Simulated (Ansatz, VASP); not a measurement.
# Al2Ru in VASP and in Ansatz

```
Al Ru
1.0
    -1.56091    1.56091    4.22249
     1.56091   -1.56091    4.22249
     1.56091    1.56091   -4.22249
Al Ru
2 1
Direct
  0.65909 0.65909 0.00000
  0.34091 0.34091 0.00000
  0.00000 0.00000 0.00000
```

Alike in both runs: functional r2SCAN; k mesh 18 × 18 × 18; occupations gaussian, width 0.1 eV; no spin polarisation.

Ansatz relaxed the structure, and its values are those at the end. VASP's run is a single point on that final structure, the one shown.

```csv
,VASP,Ansatz
version,VASP 6.6.1,Ansatz 0.2.0
potentials or method,"VASP PAW PBE potentials, release 64 (Al, Ru_pv), cutoff 520 eV","scalar-relativistic, plane waves, PAW"
valence electrons in the cell,20,22
```

```tsv
	VASP	Ansatz	Ansatz less VASP
gap on the k mesh at the Fermi level (eV)	none	none	-
pressure (GPa)	-0.1	0.0	+0.10
rms of the force components (eV/Å)	0.006	0.000	-0.0056
```

VASP's potentials were made for PBE, not for r2SCAN. A gap of «none» marks a metal or a gap that the smearing closes. VASP's potentials hold 20 valence electrons a cell and Ansatz's 22, so a difference there can come from the potentials and not from the codes.
